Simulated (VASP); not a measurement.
Bi2Te2O, 10 atoms in the cell. The structure is tetragonal, space group P4/mbm (No. 127). Conventional cell: a = 6.901 Å, b = 6.901 Å, c = 5.837 Å, α = 90.00°, β = 90.00°, γ = 90.00°. Within 3.2 Å of Bi (site symmetry m2m) lie 2 O at 2.45 Å and 2 Te at 3.16 Å. Within 3.8 Å of Te (site symmetry m2m) lie 5 Te at 2.86 to 3.73 Å and 2 Bi at 3.16 Å. O (site symmetry 4/m) has 4 Bi at 2.45 Å within 3.2 Å. 

```yaml
Program: VASP 6.6.1
Task: single point
Functional: PBE
Potentials_or_basis: VASP PAW PBE potentials, release 64 (Bi_d, Te, O)
Cutoff: 520 eV
k_mesh: 2 × 2 × 4
Occupations: gaussian, width 0.1 eV
Spin: no spin polarisation
Dipole_correction: no
Further_INCAR_settings: ALGO = Normal; EDIFF = 1e-06; NBANDS = 59
```

Potentials or basis: VASP PAW PBE potentials, release 64 (Bi_d, Te, O).

Command:

```console
$ cat potpaw_PBE.64/Bi_d/POTCAR potpaw_PBE.64/Te/POTCAR potpaw_PBE.64/O/POTCAR > POTCAR
$ mpirun -np 1 vasp_std > vasp.out
```

Hardware: 1 thread of Intel(R) Xeon(R) Platinum 8559C (Emerald Rapids), on a shared host.

How long does it take, and how much memory?

It took 2.1 min on 1 thread of Intel(R) Xeon(R) Platinum 8559C (Emerald Rapids) (shared host), peak memory 0.42 GiB. Counts: scf iterations 14, k points 9.
